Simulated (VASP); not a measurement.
Set up this calculation in VASP 6.6.1, as the native input.

| Item | Value |
| --- | --- |
| Task | single point |
| Functional | PBE |
| Potentials or basis | VASP PAW PBE potentials, release 64 (Ta_pv, N) |
| Cutoff | 520 eV |
| k mesh | 9 × 9 × 8 |
| Occupations | gaussian, width 0.15 eV |
| Spin | no spin polarisation |
| Dipole correction | no |
| Further INCAR settings | ALGO = Normal; EDIFF = 1e-06; NBANDS = 50 |

The structure of Ta2N lies in POSCAR:

```
Ta2N
1.0
    5.3140726747      0.0000000000      0.0000000000
   -2.6570363373      4.6021219338      0.0000000000
    0.0000000000      0.0000000000      4.9556489437
Ta N
6 3
Direct
    0.7141172560      0.7141172560      0.7528547364
    0.0000000000      0.2858827440      0.7528547364
    0.2858827440      0.0000000000      0.7528547364
    0.2858827440      0.2858827440      0.2471452636
    0.0000000000      0.7141172560      0.2471452636
    0.7141172560      0.0000000000      0.2471452636
    0.6666666667      0.3333333333      0.5000000000
    0.3333333333      0.6666666667      0.5000000000
    0.0000000000      0.0000000000      0.0000000000
```

This cell differs from its parent crystal: atoms shifted along a free coordinate, c/a of the conventional cell at fixed volume 0.9326.

The input as run:

INCAR

```
PREC     = Accurate       # precision mode
ENCUT    = 520            # plane-wave cutoff, eV
EDIFF    = 1E-6           # SCF threshold, eV
ISMEAR   = 0              # smearing method
SIGMA    = 0.15           # smearing width, eV
LREAL    = F              # projectors in reciprocal space
LASPH    = T              # aspherical terms in the spheres
NELM     = 80             # most SCF steps
ALGO     = Normal         # electronic algorithm
ISIF     = 2              # what is computed and relaxed
LWAVE    = F              # write WAVECAR
LCHARG   = F              # write CHGCAR
GGA      = PE             # functional
NBANDS   = 50             # bands
```

KPOINTS

```
Automatic mesh
0
Gamma
  9 9 8
```

Potentials or basis: VASP PAW PBE potentials, release 64 (Ta_pv, N).

Launch:

```console
$ cat potpaw_PBE.64/Ta_pv/POTCAR potpaw_PBE.64/N/POTCAR > POTCAR
$ mpirun -np 1 vasp_std > vasp.out
```

It gave:

```yaml
Pressure: 24.1 GPa
Largest_force: 9.053 eV/Å
Band_gap_on_the_k_mesh: zero (an odd number of electrons rules out a gap without spin polarisation)
```

Caveat: the stress differs along the axes, from 19 to 27 GPa; spin-orbit coupling is left out, which moves the levels of the heavy elements; forces of over 1 eV/Å act on the atoms, so gaps and moduli don't describe the material at rest.

Run time: 3.6 min on 1 thread of Intel(R) Xeon(R) 6975P-C (Granite Rapids) (shared host), peak memory 0.48 GiB.
